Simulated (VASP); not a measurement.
# Al2O3 (P-6m2) in VASP: notebook

Runs on Al2O3. Level: LDA. Tasks: single point.

All numbers are computed with VASP 6.6.1; they aren't measurements. Logs are shortened: lines on timing, memory, paths and dates and some standing lists are left out, and cuts for length are marked.

## 1. The cell of the first run

Symmetry: P-6m2, No. 187, hexagonal system. The conventional cell has a = 2.928 Å, b = 2.928 Å, c = 9.057 Å, α = 90.00°, β = 90.00°, γ = 120.00°. Within 2.4 Å of Al (site symmetry 3m) lie 6 O at 1.81 to 2.17 Å. O (site symmetry 3m) has 3 Al at 1.81 Å within 2.4 Å. Within 2.9 Å of O (site symmetry -6m2) lie 6 Al at 2.17 Å and 6 O at 2.63 Å.

## 2. Single point, LDA (strain +0.015 along x and y, -0.030 along z)

Contents of INCAR:

```
PREC = Accurate ; ENCUT = 520
EDIFF = 1E-7 ; ISMEAR = 0
SIGMA = 0.05 ; LREAL = False
LASPH = True ; NELM = 60
ALGO = Normal ; ISIF = 2
LWAVE = False ; LCHARG = True
GGA = CA ; LELF = True
LVHAR = True ; NBANDS = 20
```

Contents of KPOINTS:

```
Automatic mesh
0
Gamma
  12 12 4
```

Contents of POSCAR:

```
Al2O3
1.0
    2.9275898225      0.0000000000      0.0000000000
   -1.4637949113      2.5353671582      0.0000000000
    0.0000000000      0.0000000000      9.0566518262
Al O
2 3
Direct
    0.0000000000      0.0000000000      0.1499923300
    0.0000000000      0.0000000000      0.8500076700
    0.3333333333      0.6666666667      0.2223169200
    0.6666666667      0.3333333333      0.0000000000
    0.3333333333      0.6666666667      0.7776830800
```

Potentials or basis: VASP PAW LDA potentials, release 64 (Al, O).

Launch:

```sh
$ cat potpaw_LDA.64/Al/POTCAR potpaw_LDA.64/O/POTCAR > POTCAR
$ mpirun -np 1 vasp_std > vasp.out
```

OUTCAR:

```text
PREC = Accurate
   ENCUT = 520
   EDIFF = 1E-7
   ISMEAR = 0
   LREAL = False
   LASPH = True
   NELM = 60
   ISIF = 2
   GGA = CA

 ion  position               nearest neighbor table
   1  0.000  0.000  0.150-   3 1.81   3 1.81   3 1.81   4 2.17   4 2.17   4 2.17   2 2.72
   2  0.000  0.000  0.850-   5 1.81   5 1.81   5 1.81   4 2.17   4 2.17   4 2.17   1 2.72
   3  0.333  0.667  0.222-   1 1.81   1 1.81   1 1.81
   4  0.667  0.333  0.000-   1 2.17   2 2.17   1 2.17   2 2.17   1 2.17   2 2.17
   5  0.333  0.667  0.778-   2 1.81   2 1.81   2 1.81

  LATTYP: Found a hexagonal cell.
 ALAT       =     2.9275898225
 C/A-ratio  =     3.0935521625

  Lattice vectors:

 A1 = (   2.9275898225,   0.0000000000,   0.0000000000)
 A2 = (  -1.4637949113,   2.5353671582,   0.0000000000)
 A3 = (   0.0000000000,   0.0000000000,   9.0566518262)

Analysis of symmetry for initial positions (statically):
=====================================================================
 Subroutine PRICEL returns:
 Original cell was already a primitive cell.

 Routine SETGRP: Setting up the symmetry group for a
 hexagonal supercell.

 Subroutine GETGRP returns: Found 12 space group operations
 (whereof 12 operations were pure point group operations)
 out of a pool of 24 trial point group operations.

The static configuration has the point symmetry D_3h.

Analysis of symmetry for dynamics (positions and initial velocities):
=====================================================================
 Subroutine PRICEL returns:
 Original cell was already a primitive cell.

 Routine SETGRP: Setting up the symmetry group for a
 hexagonal supercell.

 Subroutine GETGRP returns: Found 12 space group operations
 (whereof 12 operations were pure point group operations)
 out of a pool of 24 trial point group operations.

The dynamic configuration has the point symmetry D_3h.

 Subroutine INISYM returns: Found 12 space group operations
 (whereof 12 operations are pure point group operations),
 and found     1 'primitive' translations

----------------------------------------------------------------------------------------

                                     Primitive cell

  volume of cell :      67.2231

  direct lattice vectors                    reciprocal lattice vectors
     2.927589822  0.000000000  0.000000000     0.341577906  0.197210096  0.000000000
    -1.463794911  2.535367158  0.000000000     0.000000000  0.394420191  0.000000000
[... 92 lines left out ...]
   LREAL  =      F    real-space projection
   EDIFFG = 0.1E-05   stopping-criterion for IOM
   NSW    =      0    number of steps for IOM
   IBRION =     -1    ionic relax: 0-MD 1-quasi-New 2-CG
   NFREE  =      0    steps in history (QN), initial steepest desc. (CG)
   ISIF   =      2    stress and relaxation
   ISYM   =      2    0-nonsym 1-usesym 2-fastsym
   POTIM  = 0.5000    time-step for ionic-motion
   TEBEG  =    0.0;   TEEND  =   0.0 temperature during run
   PSTRESS=    0.0 pullay stress
   NELECT =      24.0000    total number of electrons
   NUPDOWN=      -1.0000    fix difference up-down
   EMIN   =  10.00;   EMAX   =-10.00  energy-range for DOS
   EFERMI =   0.00;   METHOD = LEGACY
   ISMEAR =     0;   SIGMA  =   0.05  broadening in eV -4-tet -1-fermi 0-gaus
   EFERMI_NEDOS =   21; number of points for ismear=-14 and -15
   IALGO  =     38    algorithm
   IMIX   =      4    mixing-type and parameters
     AMIX     =   0.40;   BMIX     =  1.00
     AMIX_MAG =   1.60;   BMIX_MAG =  1.00
  volume/ion in A,a.u.               =      13.44        90.73
  Fermi-wavevector in a.u.,A,eV,Ry     =   1.161375  2.194680 18.351415  1.348791
  Thomas-Fermi vector in A             =   2.297947
   LORBIT       =      0    0 simple, 1 ext, 2 COOP (PROOUT), +10 PAW based schemes
   GGA     = CA    functional components
   LHFCALC =     F    Hartree Fock is set to
   AEXX    =    0.0000 exact exchange contribution
   IVDW    =     0    specifies the selected vdW correction
   LEPSILON=     F    determine dielectric tensor
   LRPA    =     F    only Hartree local field effects (RPA)
 non-spin polarized calculation
 Gauss-broadening in eV      SIGMA  =   0.05
  energy-cutoff  :      520.00
  volume of cell :       67.22
 maximum number of plane-waves:      1852
 NGX is ok and might be reduce to    24
   NGX = 11   NGY = 11   NGZ = 33

 number of electron      23.9999996 magnetization

 Free energy of the ion-electron system (eV)
  ---------------------------------------------------
  ext. energy  EPLUGINS =         0.00000000
  ---------------------------------------------------
  free energy    TOTEN  =       -40.00173468 eV

  energy without entropy =      -40.00173468  energy(sigma->0) =      -40.00173468

 E-fermi :   0.9973     XC(G=0):  -8.9633

 val. band max:        0.7573313720   @ k =   0.3333   0.3333   0.5000
 cond. band min:       5.0650747974   @ k =   0.0000   0.0000   0.0000
 fundamental gap:      4.3077434254
 Fermi energy:         0.9973044573

 k-point     1 :       0.0000    0.0000    0.0000
  band No.  band energies     occupation
      1     -17.8422      2.00000
      2     -16.5688      2.00000
      3     -15.3884      2.00000
      4      -4.1483      2.00000
      5      -1.2974      2.00000
      6      -0.9915      2.00000
[... 541 lines left out ...]
     19      13.0860      0.00000
     20      14.2322      0.00000

 [... further k-points ...]

------------------------ aborting loop because EDIFF is reached ----------------------------------------

  FORCE on cell =-STRESS in cart. coord.  units (eV):
  Direction    XX          YY          ZZ          XY          YZ          ZX
  --------------------------------------------------------------------------------------
  -------------------------------------------------------------------------------------
  Total       -5.2524433     -5.2524433      0.0188804      0.0000000      0.0000000      0.0000000
  in kB     -125.1852595   -125.1852595      0.4499912      0.0000000      0.0000000      0.0000000
  external PRESSURE =     -83.3068426 kB  Pullay stress =       0.0000000 kB

 VOLUME and BASIS-vectors are now :
 -----------------------------------------------------------------------------
  energy-cutoff  :      520.00
  volume of cell :       67.22
      direct lattice vectors                 reciprocal lattice vectors
     2.927589822  0.000000000  0.000000000     0.341577906  0.197210096  0.000000000
    -1.463794911  2.535367158  0.000000000     0.000000000  0.394420191  0.000000000
     0.000000000  0.000000000  9.056651826     0.000000000  0.000000000  0.110416081

 POSITION                                       TOTAL-FORCE (eV/Angst)
 -----------------------------------------------------------------------------------
      0.00000      0.00000      1.35843         0.000000      0.000000      0.654030
      0.00000      0.00000      7.69822        -0.000000     -0.000000     -0.654030
     -0.00000      1.69024      2.01345        -0.000000     -0.000000     -0.414541
      1.46379      0.84512      0.00000         0.000000      0.000000     -0.000000
     -0.00000      1.69024      7.04320        -0.000000      0.000000      0.414541
 -----------------------------------------------------------------------------------
    total drift:                                0.000000     -0.000000      0.000000

  FREE ENERGIE OF THE ION-ELECTRON SYSTEM (eV)
  ---------------------------------------------------
  free  energy   TOTEN  =       -40.0017346782 eV

  energy  without entropy=      -40.0017346782  energy(sigma->0) =      -40.00173468
```

It took 68 s on 1 thread of Intel Xeon 6975P-C (Granite Rapids), shared host; peak memory 0.19 GiB.

What came out:

```yaml
Free_energy: -40.0017 eV
Pressure: -8.3 GPa
Largest_force: 0.654 eV/Å
Band_gap_on_the_k_mesh: 4.31 eV, indirect (least direct gap 4.55 eV)
```

Forces on the atoms (eV/Å):
```
Al   0.000  0.000  0.654
Al   0.000  0.000 -0.654
O    0.000  0.000 -0.415
O    0.000  0.000  0.000
O    0.000  0.000  0.415
```

Caveat: the cell differs from its parent crystal (strain +0.015 along x and y, -0.030 along z).

## 3. Single point, LDA (strain +0.000 along x and y, +0.015 along z)

Contents of INCAR:

```
PREC = Accurate ; ENCUT = 520
EDIFF = 1E-6 ; ISMEAR = 0
SIGMA = 0.05 ; LREAL = F
LASPH = T ; NELM = 80
ALGO = Normal ; ISIF = 2
LWAVE = F ; LCHARG = T
GGA = CA ; LELF = T
LVHAR = T ; NBANDS = 20
```

Contents of KPOINTS:

```
regular mesh
0
Gamma
  12 12 4
```

Changes to POSCAR since step 2:

```diff
@@ -2,5 +2,5 @@
 1.0
-    2.9275898225      0.0000000000      0.0000000000
-   -1.4637949113      2.5353671582      0.0000000000
-    0.0000000000      0.0000000000      9.0566518262
+    2.8843249483      0.0000000000      0.0000000000
+   -1.4421624742      2.4978986780      0.0000000000
+    0.0000000000      0.0000000000      9.4768057769
 Al O
```

Potentials or basis: VASP PAW LDA potentials, release 64 (Al, O).

Launch:

```sh
$ cat potpaw_LDA.64/Al/POTCAR potpaw_LDA.64/O/POTCAR > POTCAR
$ mpirun -np 1 vasp_std > vasp.out
```

OUTCAR:

```text
PREC = Accurate
   ENCUT = 520
   EDIFF = 1E-6
   ISMEAR = 0
   LREAL = F
   LASPH = T
   NELM = 80
   ISIF = 2
   GGA = CA

 ion  position               nearest neighbor table
   1  0.000  0.000  0.150-   3 1.80   3 1.80   3 1.80   4 2.19   4 2.19   4 2.19   2 2.84
   2  0.000  0.000  0.850-   5 1.80   5 1.80   5 1.80   4 2.19   4 2.19   4 2.19   1 2.84
   3  0.333  0.667  0.222-   1 1.80   1 1.80   1 1.80
   4  0.667  0.333  0.000-   1 2.19   2 2.19   1 2.19   2 2.19   1 2.19   2 2.19
   5  0.333  0.667  0.778-   2 1.80   2 1.80   2 1.80

  LATTYP: Found a hexagonal cell.
 ALAT       =     2.8843249483
 C/A-ratio  =     3.2856234810

  Lattice vectors:

 A1 = (   2.8843249483,   0.0000000000,   0.0000000000)
 A2 = (  -1.4421624742,   2.4978986780,   0.0000000000)
 A3 = (   0.0000000000,   0.0000000000,   9.4768057769)

Analysis of symmetry for initial positions (statically):
=====================================================================
 Subroutine PRICEL returns:
 Original cell was already a primitive cell.

[... 176 lines left out ...]
 E-fermi :   0.6867     XC(G=0):  -8.8215

 val. band max:        0.3979650857   @ k =   0.1667  -0.0000   0.0000
 cond. band min:       5.1461762972   @ k =   0.0000   0.0000   0.0000
 fundamental gap:      4.7482112115
 Fermi energy:         0.6867298962

 k-point     1 :       0.0000    0.0000    0.0000
  band No.  band energies     occupation
      1     -17.9160      2.00000
      2     -16.9730      2.00000
      3     -15.7286      2.00000
      4      -4.5492      2.00000
      5      -1.7166      2.00000
      6      -0.9886      2.00000
[... 541 lines left out ...]
     19      13.0832      0.00000
     20      14.1924      0.00000

 [... further k-points ...]

------------------------ aborting loop because EDIFF is reached ----------------------------------------

  FORCE on cell =-STRESS in cart. coord.  units (eV):
  Direction    XX          YY          ZZ          XY          YZ          ZX
  --------------------------------------------------------------------------------------
  -------------------------------------------------------------------------------------
  Total       -3.1811630     -3.1811630     -3.3549929      0.0000000      0.0000000      0.0000000
  in kB      -74.6475423    -74.6475423    -78.7265472      0.0000000      0.0000000      0.0000000
  external PRESSURE =     -76.0072106 kB  Pullay stress =       0.0000000 kB

 VOLUME and BASIS-vectors are now :
 -----------------------------------------------------------------------------
  energy-cutoff  :      520.00
  volume of cell :       68.28
      direct lattice vectors                 reciprocal lattice vectors
     2.884324948  0.000000000  0.000000000     0.346701574  0.200168247  0.000000000
    -1.442162474  2.497898678  0.000000000     0.000000000  0.400336494  0.000000000
     0.000000000  0.000000000  9.476805777     0.000000000  0.000000000  0.105520787

 POSITION                                       TOTAL-FORCE (eV/Angst)
 -----------------------------------------------------------------------------------
      0.00000      0.00000      1.42145        -0.000000     -0.000000     -0.132536
      0.00000      0.00000      8.05536        -0.000000      0.000000      0.132536
     -0.00000      1.66527      2.10685         0.000000      0.000000     -0.688511
      1.44216      0.83263      0.00000        -0.000000      0.000000      0.000000
     -0.00000      1.66527      7.36995         0.000000      0.000000      0.688511
 -----------------------------------------------------------------------------------
    total drift:                                0.000000     -0.000000      0.000000

  FREE ENERGIE OF THE ION-ELECTRON SYSTEM (eV)
  ---------------------------------------------------
  free  energy   TOTEN  =       -40.0537047930 eV

  energy  without entropy=      -40.0537047930  energy(sigma->0) =      -40.05370479
```

OSZICAR:

```text
N       E                     dE             d eps       ncg     rms          rms(c)
DAV:   1     0.112613978333E+03    0.11261E+03   -0.12184E+04  2280   0.107E+03
DAV:   2    -0.362437340879E+02   -0.14886E+03   -0.14489E+03  2820   0.244E+02
DAV:   3    -0.445891538756E+02   -0.83454E+01   -0.83146E+01  2980   0.601E+01
DAV:   4    -0.446714718407E+02   -0.82318E-01   -0.82293E-01  2892   0.657E+00
DAV:   5    -0.446725569853E+02   -0.10851E-02   -0.10851E-02  2908   0.721E-01    0.126E+01
DAV:   6    -0.402212388566E+02    0.44513E+01   -0.14443E+01  2496   0.267E+01    0.478E+00
DAV:   7    -0.401388039884E+02    0.82435E-01   -0.47032E-01  2724   0.464E+00    0.246E+00
DAV:   8    -0.400694880133E+02    0.69316E-01   -0.55456E-02  2904   0.205E+00    0.907E-01
DAV:   9    -0.400525803350E+02    0.16908E-01   -0.16022E-02  3000   0.111E+00    0.165E-01
DAV:  10    -0.400524565544E+02    0.12378E-03   -0.28583E-03  2812   0.350E-01    0.135E-01
DAV:  11    -0.400533442497E+02   -0.88770E-03   -0.30523E-03  2724   0.519E-01    0.895E-02
DAV:  12    -0.400535461129E+02   -0.20186E-03   -0.51562E-04  2652   0.153E-01    0.598E-02
DAV:  13    -0.400536967584E+02   -0.15065E-03   -0.32782E-04  2696   0.126E-01    0.221E-02
DAV:  14    -0.400537042804E+02   -0.75220E-05   -0.25316E-05  2932   0.490E-02    0.691E-03
DAV:  15    -0.400537047930E+02   -0.51254E-06   -0.51893E-06  2848   0.160E-02
   1 F= -.40053705E+02 E0= -.40053705E+02  d E =-.200710E-17
```

Run time: 62 s. Hardware: 1 thread of Intel Xeon 6975P-C (Granite Rapids), shared host; peak memory 0.19 GiB.

What came out:

```
Free energy            : -40.0537 eV
Pressure               : -7.6 GPa
Largest force          : 0.689 eV/Å
Band gap on the k mesh : 4.75 eV, indirect (least direct gap 4.99 eV)
```

Forces on the atoms (eV/Å):
```
Al   0.000  0.000 -0.133
Al   0.000  0.000  0.133
O    0.000  0.000 -0.689
O    0.000  0.000  0.000
O    0.000  0.000  0.689
```

Levels at points of the mesh, in eV from the valence-band top:
```
           k point  band 10  band 11  band 12  band 13  band 14  band 15
(0.00, 0.00, 0.00)    -0.39    -0.39    -0.24     4.75     7.46     7.63
(0.50, 0.00, 0.00)    -0.91    -0.80    -0.55     7.69     8.50     8.80
(0.00, 0.00, 0.50)    -0.39    -0.39    -0.28     4.86     6.99     7.88
(0.50, 0.00, 0.50)    -0.91    -0.80    -0.54     7.70     8.47     8.84
```

Caveat: the cell differs from its parent crystal (strain +0.000 along x and y, +0.015 along z).

## 4. Single point, LDA (strain +0.015 along x and y, -0.015 along z)

Contents of INCAR:

```
PREC     = Accurate       # precision mode
ENCUT    = 520            # plane-wave cutoff, eV
EDIFF    = 1E-6           # SCF threshold, eV
ISMEAR   = 0              # smearing method
SIGMA    = 0.05           # smearing width, eV
LREAL    = F              # projectors in reciprocal space
LASPH    = T              # aspherical terms in the spheres
NELM     = 100            # most SCF steps
ALGO     = Normal         # electronic algorithm
ISIF     = 2              # what is computed and relaxed
LWAVE    = F              # write WAVECAR
LCHARG   = F              # write CHGCAR
NBANDS   = 20             # bands
```

KPOINTS is that of step 3.

Changes to POSCAR since step 3:

```diff
@@ -2,5 +2,5 @@
 1.0
-    2.8843249483      0.0000000000      0.0000000000
-   -1.4421624742      2.4978986780      0.0000000000
-    0.0000000000      0.0000000000      9.4768057769
+    2.9275898225      0.0000000000      0.0000000000
+   -1.4637949113      2.5353671582      0.0000000000
+    0.0000000000      0.0000000000      9.1967031431
 Al O
```

Launch:

```sh
$ cat potpaw_LDA.64/Al/POTCAR potpaw_LDA.64/O/POTCAR > POTCAR
$ mpirun -np 1 vasp_std > vasp.out
```

It took 63 s on 1 thread of Intel Xeon 6975P-C (Granite Rapids), shared host; peak memory 0.19 GiB.

Results (log left out):

```yaml
Free_energy: -39.9933 eV
Pressure: -9.6 GPa
Largest_force: 0.603 eV/Å
Band_gap_on_the_k_mesh: 4.33 eV, indirect (least direct gap 4.57 eV)
```

Forces in eV/Å, atoms in the order of the input:
```
Al   0.000  0.000  0.468
Al   0.000  0.000 -0.468
O    0.000  0.000 -0.603
O    0.000  0.000  0.000
O    0.000  0.000  0.603
```

Stress tensor (GPa, compression positive):
```
-12.86   0.00   0.00
  0.00 -12.86   0.00
  0.00   0.00  -2.95
```

Levels at points of the mesh, in eV from the valence-band top:
```
           k point  band 8  band 9  band 10  band 11  band 12  band 13  band 14  band 15  band 16  band 17
(0.00, 0.00, 0.00)   -1.33   -1.33    -0.74    -0.74    -0.24     4.33     7.04     7.35     8.99    12.72
(0.50, 0.00, 0.00)   -2.20   -2.03    -1.11    -0.80    -0.56     7.19     8.46     8.68    10.72    11.60
(0.00, 0.00, 0.50)   -1.33   -1.33    -0.74    -0.74    -0.29     4.45     6.69     7.44     9.31    12.56
(0.50, 0.00, 0.50)   -2.21   -2.04    -1.11    -0.81    -0.55     7.20     8.42     8.75    10.43    12.09
```

Caveat: the cell differs from its parent crystal (strain +0.015 along x and y, -0.015 along z).

## 5. The runs side by side

```csv
cell,gap on the mesh (eV),pressure (GPa),largest force (eV/Å)
"a = 2.928, b = 2.928, c = 9.057 Å, angles 90.0, 90.0, 120.0°, 5 atoms",4.31,-8.3,0.65
"a = 2.884, b = 2.884, c = 9.477 Å, angles 90.0, 90.0, 120.0°, 5 atoms",4.75,-7.6,0.69
"a = 2.928, b = 2.928, c = 9.197 Å, angles 90.0, 90.0, 120.0°, 5 atoms",4.33,-9.6,0.60
```

Alike in all rows: task single point; level LDA; potentials or basis VASP PAW LDA potentials, release 64 (Al, O); no spin polarisation; k mesh 12 × 12 × 4; cutoff (eV) 520; smearing gaussian 0.05 eV.

Absolute energies hang on the potentials; compare differences alone.
